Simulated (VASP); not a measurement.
# MgSe (Fm-3m) in VASP: single point with PBE

Aim: the single point of MgSe with PBE.

Everything below comes from runs of VASP 6.6.1. Logs are shortened: lines on timing, memory, paths and dates and some standing lists are left out, and cuts for length are marked.

## (1) The cell of the first run

Symmetry: Fm-3m, No. 225, cubic system. The conventional cell has a = 5.545 Å, b = 5.545 Å, c = 5.545 Å, α = 90.00°, β = 90.00°, γ = 90.00°. Mg (site symmetry m-3m) has 6 Se at 2.77 Å within 3.7 Å. Within 3.7 Å of Se (site symmetry m-3m) lie 6 Mg at 2.77 Å.

## (2) Single point, PBE (S replaced by Se, lengths x 1.037, strained)

Contents of INCAR:

```
SYSTEM = MgSe
PREC = Accurate
ENCUT = 600
EDIFF = 1E-6
ISMEAR = 0
SIGMA = 0.02
LREAL = .FALSE.
LASPH = .TRUE.
NELM = 120
ALGO = Normal
ISIF = 2
LWAVE = .FALSE.
LCHARG = .FALSE.
GGA = PE
NBANDS = 11
GGA_COMPAT = .FALSE.
```

Contents of KPOINTS:

```
Automatic mesh
0
G
  8 8 8
  0 0 0
```

Contents of POSCAR:

```
MgSe
1.0
    0.0000000000      2.7726133052      2.7726133052
    2.7726133052      0.0000000000      2.7726133052
    2.7726133052      2.7726133052      0.0000000000
Mg Se
1 1
Direct
    0.0000000000      0.0000000000      0.0000000000
    0.5000000000      0.5000000000      0.5000000000
```

Potentials or basis: VASP PAW PBE potentials, release 64 (Mg, Se).

The run is started by

```
$ cat potpaw_PBE.64/Mg/POTCAR potpaw_PBE.64/Se/POTCAR > POTCAR
$ mpirun -np 1 vasp_std > vasp.out
```

OUTCAR:

```text
SYSTEM = MgSe
   PREC = Accurate
   ENCUT = 600
   EDIFF = 1E-6
   ISMEAR = 0
   LREAL = .FALSE.
   LASPH = .TRUE.
   NELM = 120
   ISIF = 2
   GGA = PE

 ion  position               nearest neighbor table
   1  0.000  0.000  0.000-   2 2.77   2 2.77   2 2.77   2 2.77   2 2.77   2 2.77
   2  0.500  0.500  0.500-   1 2.77   1 2.77   1 2.77   1 2.77   1 2.77   1 2.77

  LATTYP: Found a face centered cubic cell.
 ALAT       =     5.5452266104

  Lattice vectors:

 A1 = (   0.0000000000,   2.7726133052,   2.7726133052)
 A2 = (   2.7726133052,   0.0000000000,   2.7726133052)
 A3 = (   2.7726133052,   2.7726133052,   0.0000000000)

Analysis of symmetry for initial positions (statically):
=====================================================================
 Subroutine PRICEL returns:
 Original cell was already a primitive cell.

 Routine SETGRP: Setting up the symmetry group for a
 face centered cubic supercell.

 Subroutine GETGRP returns: Found 48 space group operations
[... 9 lines left out ...]

 Routine SETGRP: Setting up the symmetry group for a
 face centered cubic supercell.

 Subroutine GETGRP returns: Found 48 space group operations
[... 11 lines left out ...]
                                     Primitive cell

  volume of cell :      42.6283

  direct lattice vectors                    reciprocal lattice vectors
     0.000000000  2.772613305  2.772613305    -0.180335281  0.180335281  0.180335281
     2.772613305  0.000000000  2.772613305     0.180335281 -0.180335281  0.180335281
     2.772613305  2.772613305  0.000000000     0.180335281  0.180335281 -0.180335281

  length of vectors
     3.921067339  3.921067339  3.921067339     0.312349869  0.312349869  0.312349869

  position of ions in fractional coordinates (direct lattice)
     0.000000000  0.000000000  0.000000000
     0.500000000  0.500000000  0.500000000

  ion indices of the primitive-cell ions
   primitive index   ion index
                 1           1
                 2           2

----------------------------------------------------------------------------------------

 KPOINTS: Automatic mesh

Automatic generation of k-mesh.
 Grid dimensions read from file:
 generate k-points for:    8    8    8

 Generating k-lattice:

  Cartesian coordinates                     Fractional coordinates (reciprocal lattice)
    -0.022541910  0.022541910  0.022541910     0.125000000  0.000000000  0.000000000
[... 57 lines left out ...]
   ENCUT  =  600.0 eV  44.10 Ry    6.64 a.u.   7.83  7.83  7.83*2*pi/ulx,y,z
   NELM   =    120;   NELMIN=  2; NELMDL= -5     # of ELM steps
   EDIFF  = 0.1E-05   stopping-criterion for ELM
   LREAL  =      F    real-space projection
   EDIFFG = 0.1E-04   stopping-criterion for IOM
   NSW    =      0    number of steps for IOM
   IBRION =     -1    ionic relax: 0-MD 1-quasi-New 2-CG
   NFREE  =      0    steps in history (QN), initial steepest desc. (CG)
   ISIF   =      2    stress and relaxation
   ISYM   =      2    0-nonsym 1-usesym 2-fastsym
   POTIM  = 0.5000    time-step for ionic-motion
   TEBEG  =    0.0;   TEEND  =   0.0 temperature during run
   PSTRESS=    0.0 pullay stress
   NELECT =       8.0000    total number of electrons
   NUPDOWN=      -1.0000    fix difference up-down
   EMIN   =  10.00;   EMAX   =-10.00  energy-range for DOS
   EFERMI =   0.00;   METHOD = LEGACY
   ISMEAR =     0;   SIGMA  =   0.02  broadening in eV -4-tet -1-fermi 0-gaus
   EFERMI_NEDOS =   21; number of points for ismear=-14 and -15
   IALGO  =     38    algorithm
   IMIX   =      4    mixing-type and parameters
     AMIX     =   0.40;   BMIX     =  1.00
     AMIX_MAG =   1.60;   BMIX_MAG =  1.00
  volume/ion in A,a.u.               =      21.31       143.83
  Fermi-wavevector in a.u.,A,eV,Ry     =   0.937286  1.771214 11.952790  0.878505
  Thomas-Fermi vector in A             =   2.064382
   LORBIT       =      0    0 simple, 1 ext, 2 COOP (PROOUT), +10 PAW based schemes
   GGA     = PE    functional components
   LHFCALC =     F    Hartree Fock is set to
   AEXX    =    0.0000 exact exchange contribution
   IVDW    =     0    specifies the selected vdW correction
   LEPSILON=     F    determine dielectric tensor
   LRPA    =     F    only Hartree local field effects (RPA)
 non-spin polarized calculation
 Gauss-broadening in eV      SIGMA  =   0.02
  energy-cutoff  :      600.00
  volume of cell :       42.63
 maximum number of plane-waves:      1436
   NGX = 15   NGY = 15   NGZ = 15

 number of electron       8.0000000 magnetization

 Free energy of the ion-electron system (eV)
  ---------------------------------------------------
  ext. energy  EPLUGINS =         0.00000000
  ---------------------------------------------------
  free energy    TOTEN  =        -7.48667827 eV

  energy without entropy =       -7.48667827  energy(sigma->0) =       -7.48667827

 E-fermi :   2.9732     XC(G=0):  -9.2834

 val. band max:        2.8050986909   @ k =   0.0000   0.0000   0.0000
 cond. band min:       4.5195582569   @ k =   0.5000   0.5000   0.0000
 fundamental gap:      1.7144595659
 Fermi energy:         2.9731518939

 k-point     1 :       0.0000    0.0000    0.0000
  band No.  band energies     occupation
      1      -9.8642      2.00000
      2       2.8051      2.00000
      3       2.8051      2.00000
      4       2.8051      2.00000
      5       5.0680      0.00000
      6      10.2313      0.00000
      7      10.2313      0.00000
      8      10.2313      0.00000
      9      12.6802      0.00000
     10      12.6802      0.00000
     11      13.7184      0.00000
[... 309 lines left out ...]
 k-point    24 :      -0.3750    0.2500    0.1250
  band No.  band energies     occupation
      1      -8.7105      2.00000
      2      -1.3730      2.00000
      3       0.7351      2.00000
      4       1.6849      2.00000
      5       7.4180      0.00000
      6       8.1211      0.00000
      7      10.3859      0.00000
      8      11.6257      0.00000
      9      13.6726      0.00000
     10      14.1958      0.00000
     11      16.6463      0.00000

 [... further k-points ...]
[... 5 lines left out ...]
  --------------------------------------------------------------------------------------
  -------------------------------------------------------------------------------------
  Total       -0.3435275     -0.3435275     -0.3435275      0.0000000      0.0000000      0.0000000
  in kB      -12.9114236    -12.9114236    -12.9114236      0.0000000      0.0000000      0.0000000
  external PRESSURE =     -12.9114236 kB  Pullay stress =       0.0000000 kB

 VOLUME and BASIS-vectors are now :
 -----------------------------------------------------------------------------
  energy-cutoff  :      600.00
  volume of cell :       42.63
      direct lattice vectors                 reciprocal lattice vectors
     0.000000000  2.772613305  2.772613305    -0.180335281  0.180335281  0.180335281
     2.772613305  0.000000000  2.772613305     0.180335281 -0.180335281  0.180335281
     2.772613305  2.772613305  0.000000000     0.180335281  0.180335281 -0.180335281

 POSITION                                       TOTAL-FORCE (eV/Angst)
 -----------------------------------------------------------------------------------
      0.00000      0.00000      0.00000        -0.000000     -0.000000     -0.000000
      2.77261      2.77261      2.77261         0.000000      0.000000      0.000000
 -----------------------------------------------------------------------------------
    total drift:                               -0.000000     -0.000000      0.000000

  FREE ENERGIE OF THE ION-ELECTRON SYSTEM (eV)
  ---------------------------------------------------
  free  energy   TOTEN  =        -7.4866782661 eV

  energy  without entropy=       -7.4866782661  energy(sigma->0) =       -7.48667827
```

It took 11 s on 1 thread of Intel Xeon Platinum 8488C (Sapphire Rapids), shared host; peak memory 0.18 GiB.

Results:

| Quantity | Value |
| --- | --- |
| Free energy | -7.4867 eV |
| Pressure | -1.3 GPa |
| Band gap on the k mesh | 1.71 eV, indirect (least direct gap 2.26 eV) |

Levels at points of the mesh, in eV from the valence-band top:
```csv
k point,band 2,band 3,band 4,band 5,band 6,band 7
"(0.00, 0.00, 0.00)",0.00,0.00,0.00,2.26,7.43,7.43
"(0.50, 0.00, 0.00)",-4.68,-0.53,-0.53,3.76,6.03,6.03
"(0.50, 0.50, 0.00)",-3.99,-1.66,-1.66,1.71,4.10,11.25
```

Caveat: the cell differs from its parent crystal (S replaced by Se, lengths x 1.037, strained). A k mesh can miss the band edges.
